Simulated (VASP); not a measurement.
The system is TlBr.

```
CELL_PARAMETERS angstrom
3.94619 0.00000 0.00000
0.00000 3.94619 0.00000
0.00000 0.00000 3.94619
ATOMIC_POSITIONS crystal
Tl 0.00000 0.00000 0.00000
Br 0.50000 0.50000 0.50000
```

Base run:

| Item | Value |
| --- | --- |
| Program | VASP 6.6.1 |
| Functional | PBE-based screened hybrid with 100 % exact exchange |
| Potentials or basis | VASP PAW PBE potentials, release 64 (Tl_d, Br) |
| Cutoff | 400 eV |
| k mesh | 4 × 4 × 4 |
| Occupations | gaussian, width 0.01 eV |
| Spin | no spin polarisation |

Its results: band gap on the k mesh 2.99 eV; pressure 0.9 GPa.

Task: After a change of settings the same cell gave: band gap on the k mesh 7.47 eV; pressure -0.2 GPa. Which change was it?
A. functional from PBE-based screened hybrid with 100 % exact exchange to r2SCAN; cutoff from 400 eV to 550 eV
B. functional from PBE-based screened hybrid with 100 % exact exchange to PBE-based global hybrid with 100 % exact exchange
C. functional from PBE-based screened hybrid with 100 % exact exchange to PBE-based screened hybrid with 20 % exact exchange; share of exact exchange from 1 to 0.2

Result: B.

Caveats: the PAW data sets were made with another functional, which shifts forces and pressure a little; spin-orbit coupling is left out, which moves the levels of the heavy elements.
